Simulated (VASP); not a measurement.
# MnSi (CsCl type) (Pm-3m) in VASP: single point with r2SCAN

Aim: the single point of MnSi (CsCl type) with r2SCAN.

All numbers are computed with VASP 6.6.1; they aren't measurements. Logs are shortened: lines on timing, memory, paths and dates and some standing lists are left out, and cuts for length are marked.

### Step 1. The cell of the first run

It takes space group Pm-3m (No. 221, cubic). Conventional cell: a = 2.782 Å, b = 2.782 Å, c = 2.782 Å, α = 90.00°, β = 90.00°, γ = 90.00°. Within 3.2 Å of Mn (site symmetry m-3m) lie 8 Si at 2.41 Å and 6 Mn at 2.78 Å. Within 3.2 Å of Si (site symmetry m-3m) lie 8 Mn at 2.41 Å and 6 Si at 2.78 Å.

### Step 2. Single point, r2SCAN, collinear spin, ferromagnetic start

POSCAR reads:

```
MnSi
1.0
    2.7817288996      0.0000000000      0.0000000000
    0.0000000000      2.7817288996      0.0000000000
    0.0000000000      0.0000000000      2.7817288996
Mn Si
1 1
Direct
    0.0000000000      0.0000000000      0.0000000000
    0.5000000000      0.5000000000      0.5000000000
```

INCAR.step1 reads:

```
SYSTEM = MnSi
ALGO = Normal ; EDIFF = 1E-4
ENCUT = 520 ; GGA = PE
ISMEAR = -1 ; ISPIN = 2
LASPH = .True. ; LCHARG = .False.
LMAXMIX = 4 ; LREAL = .False.
LWAVE = .True. ; MAGMOM = 3 0
NBANDS = 20 ; NELM = 150
PREC = Accurate ; SIGMA = 0.1
```

INCAR.step2 reads:

```
SYSTEM = MnSi
ALGO = Normal ; EDIFF = 1E-7
ENCUT = 520 ; ISIF = 2
ISMEAR = -1 ; ISPIN = 2
ISTART = 1 ; LASPH = .True.
LCHARG = .False. ; LMAXMIX = 4
LMIXTAU = .True. ; LORBIT = 11
LREAL = .False. ; LWAVE = .False.
MAGMOM = 3 0 ; METAGGA = R2SCAN
NBANDS = 20 ; NELM = 150
PREC = Accurate ; SIGMA = 0.1
```

KPOINTS reads:

```
k-points
0
Gamma
  14 14 14
  0 0 0
```

Potentials or basis: VASP PAW PBE potentials, release 64 (Mn_pv, Si).

The run is started by

```
cat potpaw_PBE.64/Mn_pv/POTCAR potpaw_PBE.64/Si/POTCAR > POTCAR
cp INCAR.step1 INCAR
mpirun -np 1 vasp_std > vasp.out
cp INCAR.step2 INCAR
mpirun -np 1 vasp_std > vasp.out
```

OUTCAR:

```text
SYSTEM = MnSi
   EDIFF = 1E-7
   ENCUT = 520
   ISIF = 2
   ISMEAR = -1
   ISPIN = 2
   ISTART = 1
   LASPH = .True.
   LORBIT = 11
   LREAL = .False.
   METAGGA = R2SCAN
   NELM = 150
   PREC = Accurate

 ion  position               nearest neighbor table
   1  0.000  0.000  0.000-   2 2.41   2 2.41   2 2.41   2 2.41   2 2.41   2 2.41   2 2.41   2 2.41

   2  0.500  0.500  0.500-   1 2.41   1 2.41   1 2.41   1 2.41   1 2.41   1 2.41   1 2.41   1 2.41

  LATTYP: Found a simple cubic cell.
 ALAT       =     2.7817288996

  Lattice vectors:

 A1 = (   2.7817288996,   0.0000000000,   0.0000000000)
 A2 = (   0.0000000000,   2.7817288996,   0.0000000000)
 A3 = (   0.0000000000,   0.0000000000,   2.7817288996)

Analysis of symmetry for initial positions (statically):
=====================================================================
 Subroutine PRICEL returns:
 Original cell was already a primitive cell.

 Routine SETGRP: Setting up the symmetry group for a
 simple cubic supercell.

 Subroutine GETGRP returns: Found 48 space group operations
 (whereof 48 operations were pure point group operations)
 out of a pool of 48 trial point group operations.

The static configuration has the point symmetry O_h .

Analysis of symmetry for dynamics (positions and initial velocities):
=====================================================================
 Subroutine PRICEL returns:
 Original cell was already a primitive cell.

 Routine SETGRP: Setting up the symmetry group for a
 simple cubic supercell.

 Subroutine GETGRP returns: Found 48 space group operations
 (whereof 48 operations were pure point group operations)
 out of a pool of 48 trial point group operations.

The dynamic configuration has the point symmetry O_h .

Analysis of structural, dynamic, and magnetic symmetry:
=====================================================================
 Subroutine PRICEL returns:
 Original cell was already a primitive cell.

 Routine SETGRP: Setting up the symmetry group for a
 simple cubic supercell.

 Subroutine GETGRP returns: Found 48 space group operations
 (whereof 48 operations were pure point group operations)
 out of a pool of 48 trial point group operations.

The overall configuration has the point symmetry O_h .

 Subroutine INISYM returns: Found 48 space group operations
 (whereof 48 operations are pure point group operations),
 and found     1 'primitive' translations

[... 115 lines left out ...]
  volume/ion in A,a.u.               =      10.76        72.63
  Fermi-wavevector in a.u.,A,eV,Ry     =   1.513246  2.859621 31.156183  2.289915
  Thomas-Fermi vector in A             =   2.623063
   LORBIT       =     11    0 simple, 1 ext, 2 COOP (PROOUT), +10 PAW based schemes
   METAGGA = R2SCAN    functional components
   LHFCALC =     F    Hartree Fock is set to
   AEXX    =    0.0000 exact exchange contribution
   IVDW    =     0    specifies the selected vdW correction
   LEPSILON=     F    determine dielectric tensor
   LRPA    =     F    only Hartree local field effects (RPA)
 spin polarized calculation
  energy-cutoff  :      520.00
  volume of cell :       21.53
 maximum number of plane-waves:       624
 NGX is ok and might be reduce to    24
   NGX = 11   NGY = 11   NGZ = 11

 number of electron      17.0000001 magnetization      -0.0007651

 number of electron      17.0000001 magnetization       0.0001474

 Free energy of the ion-electron system (eV)
  ---------------------------------------------------
  ext. energy  EPLUGINS =         0.00000000
  ---------------------------------------------------
  free energy    TOTEN  =       -23.82465432 eV

  energy without entropy =      -23.75964853  energy(sigma->0) =      -23.79215142

 E-fermi :  12.0243     XC(G=0): -14.3100

 val. band max:       12.0015297768   @ k =   0.0714   0.0714   0.0714
 cond. band min:      12.0301911409   @ k =   0.5000   0.3571   0.2143
 fundamental gap:      0.0286613641
 Fermi energy:        12.0243099224

 spin component 1

 k-point     1 :       0.0000    0.0000    0.0000
  band No.  band energies     occupation
      1     -37.0737      1.00000
      2     -37.0737      1.00000
      3     -37.0737      1.00000
      4      -2.0408      1.00000
      5       9.0780      1.00000
      6       9.0780      1.00000
[... 541 lines left out ...]
     19      33.8377      0.00000
     20      36.8042      0.00000

 [... further k-points ...]

 spin component 2

 k-point     1 :       0.0000    0.0000    0.0000
  band No.  band energies     occupation
      1     -37.0735      1.00000
      2     -37.0735      1.00000
      3     -37.0735      1.00000
      4      -2.0408      1.00000
      5       9.0781      1.00000
      6       9.0781      1.00000
[... 541 lines left out ...]
     19      33.8377      0.00000
     20      36.8043      0.00000

 [... further k-points ...]

------------------------ aborting loop because EDIFF is reached ----------------------------------------

  FORCE on cell =-STRESS in cart. coord.  units (eV):
  Direction    XX          YY          ZZ          XY          YZ          ZX
  --------------------------------------------------------------------------------------
  -------------------------------------------------------------------------------------
  Total       -0.5031038     -0.5031038     -0.5031038      0.0000000     -0.0000000      0.0000000
  in kB      -37.4475789    -37.4475789    -37.4475789      0.0000000     -0.0000000      0.0000000
  external PRESSURE =     -37.4475789 kB  Pullay stress =       0.0000000 kB

 VOLUME and BASIS-vectors are now :
 -----------------------------------------------------------------------------
  energy-cutoff  :      520.00
  volume of cell :       21.53
      direct lattice vectors                 reciprocal lattice vectors
     2.781728900  0.000000000  0.000000000     0.359488662  0.000000000  0.000000000
     0.000000000  2.781728900  0.000000000     0.000000000  0.359488662  0.000000000
     0.000000000  0.000000000  2.781728900     0.000000000  0.000000000  0.359488662

 POSITION                                       TOTAL-FORCE (eV/Angst)
 -----------------------------------------------------------------------------------
      0.00000      0.00000      0.00000         0.000000      0.000000      0.000000
      1.39086      1.39086      1.39086         0.000000      0.000000      0.000000
 -----------------------------------------------------------------------------------
    total drift:                                0.000000      0.000000      0.000000

  FREE ENERGIE OF THE ION-ELECTRON SYSTEM (eV)
  ---------------------------------------------------
  free  energy   TOTEN  =       -23.8246543205 eV

  energy  without entropy=      -23.7596485276  energy(sigma->0) =      -23.79215142

 total charge

# of ion       s       p       d       tot
------------------------------------------
    1        0.371   6.387   5.411  12.169
    2        0.691   0.924   0.000   1.615
--------------------------------------------------
tot          1.061   7.311   5.411  13.784

 magnetization (x)

# of ion       s       p       d       tot
------------------------------------------
    1        0.000   0.000   0.000   0.000
    2       -0.000  -0.000   0.000  -0.000
--------------------------------------------------
tot         -0.000  -0.000   0.000   0.000
```

OUTCAR.step1:

```text
SYSTEM = MnSi
   EDIFF = 1E-4
   ENCUT = 520
   GGA = PE
   ISMEAR = -1
   ISPIN = 2
   LASPH = .True.
   LREAL = .False.
[... 1345 lines left out ...]
      0.00000      0.00000      0.00000         0.000000      0.000000      0.000000
      1.39086      1.39086      1.39086         0.000000      0.000000      0.000000
 -----------------------------------------------------------------------------------
    total drift:                                0.000000      0.000000      0.000000

  FREE ENERGIE OF THE ION-ELECTRON SYSTEM (eV)
  ---------------------------------------------------
  free  energy   TOTEN  =       -15.1178895853 eV

  energy  without entropy=      -15.0516038703  energy(sigma->0) =      -15.08474673
```

Run time: 2.1 min. Hardware: 1 thread of Intel Xeon 6975P-C (Granite Rapids), shared host; peak memory 0.22 GiB.

What came out:

```yaml
Free_energy: -23.8247 eV
Pressure: -3.7 GPa
Net_moment: 0.00 μB per cell
Valence_electrons_inside_the_program's_atomic_spheres: Mn 12.17; Si 1.61
```

Caveat: the starting moments collapsed, and a magnetic state may lie lower; the PAW data sets were made with another functional, which shifts forces and pressure a little.
